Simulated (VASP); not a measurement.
# MgO (P6_3mc) in VASP: single point with PBEsol

Aim: the single point of MgO with PBEsol.

Program: VASP 6.6.1. These are calculated values, not measurements. Logs are shortened: lines on timing, memory, paths and dates and some standing lists are left out, and cuts for length are marked.

## 1. The cell of the first run

The structure is hexagonal, space group P6_3mc (No. 186). The conventional cell has a = 3.303 Å, b = 3.303 Å, c = 5.019 Å, α = 90.00°, β = 90.00°, γ = 120.00°. Mg (site symmetry 3m) has 4 O at 1.98 to 1.99 Å within 2.6 Å. O (site symmetry 3m) has 4 Mg at 1.98 to 1.99 Å within 2.6 Å.

## 2. Single point, PBEsol

File INCAR:

```
SYSTEM = MgO
  PREC = Accurate
  ENCUT = 600
  EDIFF = 1E-6
  ISMEAR = 0
  SIGMA = 0.05
  LREAL = .FALSE.
  LASPH = .TRUE.
  NELM = 120
  ALGO = Normal
  ISIF = 2
  LWAVE = .FALSE.
  LCHARG = .TRUE.
  GGA = PS
  LELF = .TRUE.
  LVHAR = .TRUE.
  NBANDS = 26
  GGA_COMPAT = .FALSE.
```

File KPOINTS:

```
Automatic mesh
0
G
  9 9 4
  0 0 0
```

File POSCAR:

```
MgO
1.0
    3.3034678071      0.0000000000      0.0000000000
   -1.6517339036      2.8608870415      0.0000000000
    0.0000000000      0.0000000000     10.0387760228
Mg O
4 4
Direct
    0.3333333333      0.6666666667      0.0018291710
    0.3333333333      0.6666666667      0.5018291710
    0.6666666667      0.3333333333      0.2518291710
    0.6666666667      0.3333333333      0.7518291710
    0.3333333333      0.6666666667      0.2004708290
    0.3333333333      0.6666666667      0.7004708290
    0.6666666667      0.3333333333      0.4504708290
    0.6666666667      0.3333333333      0.9504708290
```

Potentials or basis: VASP PAW PBE potentials, release 64 (Mg, O).

Run with:

```console
$ cat potpaw_PBE.64/Mg/POTCAR potpaw_PBE.64/O/POTCAR > POTCAR
$ mpirun -np 1 vasp_std > vasp.out
```

OUTCAR:

```text
SYSTEM = MgO
   PREC = Accurate
   ENCUT = 600
   EDIFF = 1E-6
   ISMEAR = 0
   LREAL = .FALSE.
   LASPH = .TRUE.
   NELM = 120
   ISIF = 2
   GGA = PS

 ion  position               nearest neighbor table
   1  0.333  0.667  0.002-   8 1.98   8 1.98   8 1.98   5 1.99   3 3.15   4 3.15   4 3.15   3 3.15
                             4 3.15   3 3.15
   2  0.333  0.667  0.502-   7 1.98   7 1.98   7 1.98   6 1.99   3 3.15   4 3.15   4 3.15   3 3.15
                             4 3.15   3 3.15
   3  0.667  0.333  0.252-   5 1.98   5 1.98   5 1.98   7 1.99   2 3.15   1 3.15   1 3.15   2 3.15
                             2 3.15   1 3.15
   4  0.667  0.333  0.752-   6 1.98   6 1.98   6 1.98   8 1.99   2 3.15   1 3.15   1 3.15   2 3.15
                             2 3.15   1 3.15
   5  0.333  0.667  0.200-   3 1.98   3 1.98   3 1.98   1 1.99
   6  0.333  0.667  0.700-   4 1.98   4 1.98   4 1.98   2 1.99
   7  0.667  0.333  0.450-   2 1.98   2 1.98   2 1.98   3 1.99
   8  0.667  0.333  0.950-   1 1.98   1 1.98   1 1.98   4 1.99
[... 7 lines left out ...]
 A1 = (   3.3034678071,   0.0000000000,   0.0000000000)
 A2 = (  -1.6517339036,   2.8608870415,   0.0000000000)
 A3 = (   0.0000000000,   0.0000000000,  10.0387760228)

Analysis of symmetry for initial positions (statically):
=====================================================================
 Subroutine PRICEL returns following result:

  LATTYP: Found a hexagonal cell.
 ALAT       =     3.3034678071
 C/A-ratio  =     1.5194299762

  Lattice vectors:

 A1 = (   3.3034678071,   0.0000000000,   0.0000000000)
 A2 = (  -1.6517339036,   2.8608870415,   0.0000000000)
 A3 = (   0.0000000000,   0.0000000000,   5.0193880114)

   2 primitive cells build up your supercell.

 Routine SETGRP: Setting up the symmetry group for a
 hexagonal supercell.

 Subroutine GETGRP returns: Found 12 space group operations
 (whereof  6 operations were pure point group operations)
 out of a pool of 24 trial point group operations.

The static configuration has the point symmetry C_3v.
 The point group associated with its full space group is C_6v.

Analysis of symmetry for dynamics (positions and initial velocities):
=====================================================================
 Subroutine PRICEL returns following result:

  LATTYP: Found a hexagonal cell.
 ALAT       =     3.3034678071
 C/A-ratio  =     1.5194299762

  Lattice vectors:

 A1 = (   3.3034678071,   0.0000000000,   0.0000000000)
 A2 = (  -1.6517339036,   2.8608870415,   0.0000000000)
 A3 = (   0.0000000000,   0.0000000000,   5.0193880114)

   2 primitive cells build up your supercell.
[... 114 lines left out ...]
   LREAL  =      F    real-space projection
   EDIFFG = 0.1E-04   stopping-criterion for IOM
   NSW    =      0    number of steps for IOM
   IBRION =     -1    ionic relax: 0-MD 1-quasi-New 2-CG
   NFREE  =      0    steps in history (QN), initial steepest desc. (CG)
   ISIF   =      2    stress and relaxation
   ISYM   =      2    0-nonsym 1-usesym 2-fastsym
   POTIM  = 0.5000    time-step for ionic-motion
   TEBEG  =    0.0;   TEEND  =   0.0 temperature during run
   PSTRESS=    0.0 pullay stress
   NELECT =      32.0000    total number of electrons
   NUPDOWN=      -1.0000    fix difference up-down
   EMIN   =  10.00;   EMAX   =-10.00  energy-range for DOS
   EFERMI =   0.00;   METHOD = LEGACY
   ISMEAR =     0;   SIGMA  =   0.05  broadening in eV -4-tet -1-fermi 0-gaus
   EFERMI_NEDOS =   21; number of points for ismear=-14 and -15
   IALGO  =     38    algorithm
   IMIX   =      4    mixing-type and parameters
     AMIX     =   0.40;   BMIX     =  1.00
     AMIX_MAG =   1.60;   BMIX_MAG =  1.00
  volume/ion in A,a.u.               =      11.86        80.03
  Fermi-wavevector in a.u.,A,eV,Ry     =   1.139570  2.153475 17.668792  1.298620
  Thomas-Fermi vector in A             =   2.276273
   LORBIT       =      0    0 simple, 1 ext, 2 COOP (PROOUT), +10 PAW based schemes
   GGA     = PS    functional components
   LHFCALC =     F    Hartree Fock is set to
   AEXX    =    0.0000 exact exchange contribution
   IVDW    =     0    specifies the selected vdW correction
   LEPSILON=     F    determine dielectric tensor
   LRPA    =     F    only Hartree local field effects (RPA)
 non-spin polarized calculation
 Gauss-broadening in eV      SIGMA  =   0.05
  energy-cutoff  :      600.00
  volume of cell :       94.87
 maximum number of plane-waves:      3244
 NGX is ok and might be reduce to    28
   NGX = 13   NGY = 13   NGZ = 41

 number of electron      31.9999993 magnetization

 Free energy of the ion-electron system (eV)
  ---------------------------------------------------
  ext. energy  EPLUGINS =         0.00000000
  ---------------------------------------------------
  free energy    TOTEN  =       -49.11195842 eV

  energy without entropy =      -49.11195842  energy(sigma->0) =      -49.11195842

 E-fermi :   1.1764     XC(G=0):  -9.9576

 val. band max:        0.9690185018   @ k =   0.0000   0.0000   0.0000
 cond. band min:       4.3245337944   @ k =   0.0000   0.0000   0.0000
 fundamental gap:      3.3555152926
 Fermi energy:         1.1763585712

 k-point     1 :       0.0000    0.0000    0.0000
  band No.  band energies     occupation
      1     -15.1786      2.00000
      2     -14.7906      2.00000
      3     -14.7906      2.00000
      4     -14.3703      2.00000
      5      -2.3314      2.00000
      6      -1.0685      2.00000
[... 685 lines left out ...]
     25      13.6849      0.00000
     26      13.6851      0.00000

 [... further k-points ...]
[... 5 lines left out ...]
  --------------------------------------------------------------------------------------
  -------------------------------------------------------------------------------------
  Total       -0.2840373     -0.2840373     -0.2642679      0.0000000      0.0000000      0.0000000
  in kB       -4.7966102     -4.7966102     -4.4627590      0.0000000      0.0000000      0.0000000
  external PRESSURE =      -4.6853265 kB  Pullay stress =       0.0000000 kB

 VOLUME and BASIS-vectors are now :
 -----------------------------------------------------------------------------
  energy-cutoff  :      600.00
  volume of cell :       94.87
      direct lattice vectors                 reciprocal lattice vectors
     3.303467807  0.000000000  0.000000000     0.302712198  0.174770969  0.000000000
    -1.651733904  2.860887041  0.000000000     0.000000000  0.349541938  0.000000000
     0.000000000  0.000000000 10.038776023     0.000000000  0.000000000  0.099613738

 POSITION                                       TOTAL-FORCE (eV/Angst)
 -----------------------------------------------------------------------------------
     -0.00000      1.90726      0.01836         0.000000      0.000000      0.003043
     -0.00000      1.90726      5.03775         0.000000      0.000000      0.003043
      1.65173      0.95363      2.52806         0.000000     -0.000000      0.003043
      1.65173      0.95363      7.54744         0.000000     -0.000000      0.003043
     -0.00000      1.90726      2.01248        -0.000000      0.000000     -0.003043
     -0.00000      1.90726      7.03187        -0.000000      0.000000     -0.003043
      1.65173      0.95363      4.52218         0.000000      0.000000     -0.003043
      1.65173      0.95363      9.54156         0.000000      0.000000     -0.003043
 -----------------------------------------------------------------------------------
    total drift:                               -0.000000      0.000000      0.002724

  FREE ENERGIE OF THE ION-ELECTRON SYSTEM (eV)
  ---------------------------------------------------
  free  energy   TOTEN  =       -49.1119584218 eV

  energy  without entropy=      -49.1119584218  energy(sigma->0) =      -49.11195842
```

Run time: 2.5 min. Hardware: 1 thread of Intel Xeon 8259CL, shared host; peak memory 0.28 GiB.

Results:

```
Free energy            : -49.1120 eV
Pressure               : -0.5 GPa
Largest force          : 0.003 eV/Å
Band gap on the k mesh : 3.36 eV
```

Forces in eV/Å, atoms in the order of the input:
```
Mg   0.000  0.000  0.003
Mg   0.000  0.000  0.003
Mg   0.000  0.000  0.003
Mg   0.000  0.000  0.003
O    0.000  0.000 -0.003
O    0.000  0.000 -0.003
O    0.000  0.000 -0.003
O    0.000  0.000 -0.003
```

Caveat: the PAW data sets were made with another functional, which shifts forces and pressure a little; an odd mesh through Γ misses points on the zone boundary, where band edges can lie.
